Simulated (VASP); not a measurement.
# Nb (Im-3m) in VASP: a series of runs, part 2 of 2

VASP 6.6.1. The steps go on from the part before.

## Step 3: Single point, r2SCAN

POSCAR reads:

```
Nb
1.0
   -1.6511317439      1.6511317439      1.6511317439
    1.6511317439     -1.6511317439      1.6511317439
    1.6511317439      1.6511317439     -1.6511317439
Nb
1
Direct
    0.0000000000      0.0000000000      0.0000000000
```

INCAR.step1 reads:

```
SYSTEM = Nb
PREC     = Accurate       ! precision mode
ENCUT    = 520            ! plane-wave cutoff, eV
ISMEAR   = -1             ! smearing method
SIGMA    = 0.1            ! smearing width, eV
LREAL    = .False.        ! projectors in reciprocal space
LASPH    = .True.         ! aspherical terms in the spheres
NELM     = 100            ! most SCF steps
NBANDS   = 12             ! bands
GGA      = PE             ! functional
ALGO     = Normal         ! electronic algorithm
EDIFF    = 1E-4           ! SCF threshold, eV
LWAVE    = .True.         ! write WAVECAR
LCHARG   = .False.        ! write CHGCAR
```

INCAR.step2 reads:

```
SYSTEM = Nb
PREC     = Accurate       ! precision mode
ENCUT    = 520            ! plane-wave cutoff, eV
EDIFF    = 1E-7           ! SCF threshold, eV
ISMEAR   = -1             ! smearing method
SIGMA    = 0.1            ! smearing width, eV
LREAL    = .False.        ! projectors in reciprocal space
LASPH    = .True.         ! aspherical terms in the spheres
NELM     = 100            ! most SCF steps
ALGO     = Normal         ! electronic algorithm
ISIF     = 2              ! what is computed and relaxed
LWAVE    = .False.        ! write WAVECAR
LCHARG   = .False.        ! write CHGCAR
METAGGA  = R2SCAN         ! meta-GGA
LMIXTAU  = .True.       
NBANDS   = 12             ! bands
ISTART   = 1
```

KPOINTS reads:

```
regular mesh
0
Gamma
  11 11 11
  0 0 0
```

Potentials or basis: VASP PAW PBE potentials, release 64 (Nb_sv).

Started as:

```
cat potpaw_PBE.64/Nb_sv/POTCAR > POTCAR
cp INCAR.step1 INCAR
mpirun -np 1 vasp_std > vasp.out
cp INCAR.step2 INCAR
mpirun -np 1 vasp_std > vasp.out
```

OUTCAR:

```text
SYSTEM = Nb
   PREC = Accurate
   ENCUT = 520
   EDIFF = 1E-7
   ISMEAR = -1
   LREAL = .False.
   LASPH = .True.
   NELM = 100
   ISIF = 2
   METAGGA = R2SCAN
   ISTART = 1

 ion  position               nearest neighbor table
   1  0.000  0.000  0.000-

  LATTYP: Found a body centered cubic cell.
 ALAT       =     3.3022634878

  Lattice vectors:

 A1 = (  -1.6511317439,   1.6511317439,   1.6511317439)
 A2 = (   1.6511317439,  -1.6511317439,   1.6511317439)
 A3 = (   1.6511317439,   1.6511317439,  -1.6511317439)

Analysis of symmetry for initial positions (statically):
=====================================================================
 Subroutine PRICEL returns:
 Original cell was already a primitive cell.

 Routine SETGRP: Setting up the symmetry group for a
 body centered cubic supercell.

 Subroutine GETGRP returns: Found 48 space group operations
 (whereof 48 operations were pure point group operations)
 out of a pool of 48 trial point group operations.

The static configuration has the point symmetry O_h .

Analysis of symmetry for dynamics (positions and initial velocities):
=====================================================================
 Subroutine PRICEL returns:
 Original cell was already a primitive cell.

 Routine SETGRP: Setting up the symmetry group for a
 body centered cubic supercell.

 Subroutine GETGRP returns: Found 48 space group operations
 (whereof 48 operations were pure point group operations)
 out of a pool of 48 trial point group operations.

The dynamic configuration has the point symmetry O_h .

 Subroutine INISYM returns: Found 48 space group operations
 (whereof 48 operations are pure point group operations),
 and found     1 'primitive' translations

----------------------------------------------------------------------------------------

                                     Primitive cell

  volume of cell :      18.0055

  direct lattice vectors                    reciprocal lattice vectors
[... 111 lines left out ...]
   LHFCALC =     F    Hartree Fock is set to
   AEXX    =    0.0000 exact exchange contribution
   IVDW    =     0    specifies the selected vdW correction
   LEPSILON=     F    determine dielectric tensor
   LRPA    =     F    only Hartree local field effects (RPA)
 non-spin polarized calculation
  energy-cutoff  :      520.00
  volume of cell :       18.01
 maximum number of plane-waves:       494
 NGX is ok and might be reduce to    24
   NGX = 11   NGY = 11   NGZ = 11

 number of electron      13.0000000 magnetization

 Free energy of the ion-electron system (eV)
  ---------------------------------------------------
  ext. energy  EPLUGINS =         0.00000000
  ---------------------------------------------------
  free energy    TOTEN  =       -24.86180594 eV

  energy without entropy =      -24.81195867  energy(sigma->0) =      -24.83688230

 E-fermi :  11.1330     XC(G=0): -13.6291

 val. band max:       11.1214751025   @ k =  -0.1818   0.1818   0.0909
 cond. band min:      11.1870071071   @ k =   0.0909   0.0909   0.0000
 fundamental gap:      0.0655320046
 Fermi energy:        11.1330284120

 k-point     1 :       0.0000    0.0000    0.0000
  band No.  band energies     occupation
      1     -45.0156      2.00000
      2     -19.5535      2.00000
      3     -19.5535      2.00000
      4     -19.5535      2.00000
      5       4.8519      2.00000
      6      11.5826      0.02206
      7      11.5826      0.02206
      8      11.5826      0.02206
      9      14.7105      0.00000
     10      14.7105      0.00000
     11      26.0184      0.00000
     12      26.0184      0.00000
[... 331 lines left out ...]
 k-point    24 :       0.3636    0.1818    0.0909
  band No.  band energies     occupation
      1     -44.7314      2.00000
      2     -20.7509      2.00000
      3     -20.2094      2.00000
      4     -19.7951      2.00000
      5       8.6163      2.00000
      6       9.4848      2.00000
      7      11.4031      0.12588
      8      15.1026      0.00000
      9      15.5380      0.00000
     10      20.5666      0.00000
     11      22.3123      0.00000
     12      24.4125      0.00000

 [... further k-points ...]

------------------------ aborting loop because EDIFF is reached ----------------------------------------

  FORCE on cell =-STRESS in cart. coord.  units (eV):
  Direction    XX          YY          ZZ          XY          YZ          ZX
  --------------------------------------------------------------------------------------
  -------------------------------------------------------------------------------------
  Total        0.0654840      0.0654840      0.0654840     -0.0000000     -0.0000000     -0.0000000
  in kB        5.8269379      5.8269379      5.8269379     -0.0000000     -0.0000000     -0.0000000
  external PRESSURE =       5.8269379 kB  Pullay stress =       0.0000000 kB

 VOLUME and BASIS-vectors are now :
 -----------------------------------------------------------------------------
  energy-cutoff  :      520.00
  volume of cell :       18.01
      direct lattice vectors                 reciprocal lattice vectors
    -1.651131744  1.651131744  1.651131744     0.000000000  0.302822595  0.302822595
     1.651131744 -1.651131744  1.651131744     0.302822595  0.000000000  0.302822595
     1.651131744  1.651131744 -1.651131744     0.302822595  0.302822595  0.000000000

 POSITION                                       TOTAL-FORCE (eV/Angst)
 -----------------------------------------------------------------------------------
      0.00000      0.00000      0.00000         0.000000      0.000000     -0.000000
 -----------------------------------------------------------------------------------
    total drift:                                0.000000      0.000000      0.000000

  FREE ENERGIE OF THE ION-ELECTRON SYSTEM (eV)
  ---------------------------------------------------
  free  energy   TOTEN  =       -24.8618059384 eV

  energy  without entropy=      -24.8119586697  energy(sigma->0) =      -24.83688230
```

OSZICAR.step1:

```text
N       E                     dE             d eps       ncg     rms          rms(c)
DAV:   1     0.116570122419E+03    0.11657E+03   -0.72004E+03  1344   0.107E+03
DAV:   2    -0.592979236906E+01   -0.12250E+03   -0.11852E+03  1440   0.389E+02
DAV:   3    -0.102966589227E+02   -0.43669E+01   -0.41232E+01  1884   0.651E+01
DAV:   4    -0.106473238353E+02   -0.35066E+00   -0.34726E+00  1984   0.166E+01
DAV:   5    -0.106572190471E+02   -0.98952E-02   -0.98894E-02  1840   0.241E+00    0.711E+00
DAV:   6    -0.102731428953E+02    0.38408E+00   -0.59079E-01  2164   0.979E+00    0.250E+00
DAV:   7    -0.102300019806E+02    0.43141E-01   -0.17978E-01  2224   0.538E+00    0.959E-01
DAV:   8    -0.102355586441E+02   -0.55567E-02   -0.12379E-02  1588   0.147E+00    0.427E-02
DAV:   9    -0.102356171059E+02   -0.58462E-04   -0.10068E-03  2144   0.302E-01    0.434E-02
DAV:  10    -0.102356349426E+02   -0.17837E-04   -0.25972E-05   984   0.697E-02
   1 F= -.10235635E+02 E0= -.10208869E+02  d E =-.535329E-01
```

Wall time 26 s (1 thread of Intel Xeon Platinum 8375C at 2.90GHz (Ice Lake), shared host); peak memory 0.15 GiB.

Results:

```yaml
Free_energy: -24.8618 eV
Pressure: 0.6 GPa
```

Caveat: the PAW data sets were made with another functional, which shifts forces and pressure a little.

## Step 4: Single point, r2SCAN

POSCAR is that of step 3.

INCAR.step1 reads:

```
SYSTEM = Nb
PREC     = Accurate       ! precision mode
ENCUT    = 520            ! plane-wave cutoff, eV
ISMEAR   = -1             ! smearing method
SIGMA    = 0.1            ! smearing width, eV
LREAL    = .FALSE.        ! projectors in reciprocal space
LASPH    = .TRUE.         ! aspherical terms in the spheres
NELM     = 100            ! most SCF steps
NBANDS   = 12             ! bands
GGA      = PE             ! functional
ALGO     = Normal         ! electronic algorithm
EDIFF    = 1E-4           ! SCF threshold, eV
LWAVE    = .TRUE.         ! write WAVECAR
LCHARG   = .FALSE.        ! write CHGCAR
```

INCAR.step2 reads:

```
SYSTEM = Nb
PREC     = Accurate       ! precision mode
ENCUT    = 520            ! plane-wave cutoff, eV
EDIFF    = 1E-6           ! SCF threshold, eV
ISMEAR   = -1             ! smearing method
SIGMA    = 0.1            ! smearing width, eV
LREAL    = .FALSE.        ! projectors in reciprocal space
LASPH    = .TRUE.         ! aspherical terms in the spheres
NELM     = 100            ! most SCF steps
ALGO     = Normal         ! electronic algorithm
ISIF     = 2              ! what is computed and relaxed
LWAVE    = .FALSE.        ! write WAVECAR
LCHARG   = .FALSE.        ! write CHGCAR
METAGGA  = R2SCAN         ! meta-GGA
LMIXTAU  = .TRUE.       
NBANDS   = 12             ! bands
ISTART   = 1
```

KPOINTS reads:

```
Automatic mesh
0
G
  13 13 13
  0 0 0
```

Started as:

```
cat potpaw_PBE.64/Nb_sv/POTCAR > POTCAR
cp INCAR.step1 INCAR
mpirun -np 1 vasp_std > vasp.out
cp INCAR.step2 INCAR
mpirun -np 1 vasp_std > vasp.out
```

Wall time 31 s (1 thread of Intel Xeon Platinum 8375C at 2.90GHz (Ice Lake), shared host); peak memory 0.15 GiB.

It converged, with:

- Free energy: -24.8686 eV
- Pressure: -0.2 GPa

Levels at points of the mesh, in eV from the Fermi level:
```csv
k point,band 4,band 5,band 6,band 7,band 8,band 9
"(0.00, 0.00, 0.00)",-30.71,-6.31,0.42,0.42,0.42,3.55
```

Caveat: the PAW data sets were made with another functional, which shifts forces and pressure a little.

## Step 5: The runs side by side

```tsv
k mesh	gap on the mesh (eV)	pressure (GPa)
8 × 8 × 8	none	0.3
11 × 11 × 11	none	0.6
13 × 13 × 13	none	-0.2
```

Alike in all rows: task single point; level r2SCAN; potentials or basis VASP PAW PBE potentials, release 64 (Nb_sv); no spin polarisation; cell as given; cutoff (eV) 520; smearing fermi-dirac 0.1 eV.

Every run on the cell as given and a fine mesh finds a metal.

Caveats: the PAW data sets were made with another functional, which shifts forces and pressure a little.

Absolute energies hang on the potentials; compare differences alone.
